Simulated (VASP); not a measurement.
A run of VASP 6.6.1 is set up as follows.

File INCAR:

```
SYSTEM = BN
  ALGO = Normal
  EDIFF = 1E-6
  ENCUT = 520
  GGA = PS
  ISIF = 2
  ISMEAR = 0
  LASPH = .True.
  LCHARG = .False.
  LREAL = .False.
  LWAVE = .False.
  NBANDS = 16
  NELM = 80
  PREC = Accurate
  SIGMA = 0.05
```

Contents of KPOINTS:

```
k-points
0
Gamma
  12 12 4
  0 0 0
```

File POSCAR:

```
BN
1.0
    2.4245493863      0.0000000000      0.0000000000
   -1.2122746932      2.0997213612      0.0000000000
    0.0000000000      0.0000000000      7.5013133463
B N
2 2
Direct
    0.3333333333      0.6666666667      0.2500000000
    0.6666666667      0.3333333333      0.7500000000
    0.3333333333      0.6666666667      0.7500000000
    0.6666666667      0.3333333333      0.2500000000
```

Potentials or basis: VASP PAW PBE potentials, release 64 (B, N).

Launch:

```console
$ cat potpaw_PBE.64/B/POTCAR potpaw_PBE.64/N/POTCAR > POTCAR
$ mpirun -np 1 vasp_std > vasp.out
```

(1) What does it give for the pressure?

(2) Predict the band gap on the k mesh.

## Answers

(1) 24.0 GPa.

(2) 4.45 eV, indirect (least direct gap 4.85 eV).

Caveat: the PAW data sets were made with another functional, which shifts forces and pressure a little; this functional lacks dispersion, which binds the layers, so the pressure and a relaxed spacing across them are unreliable.
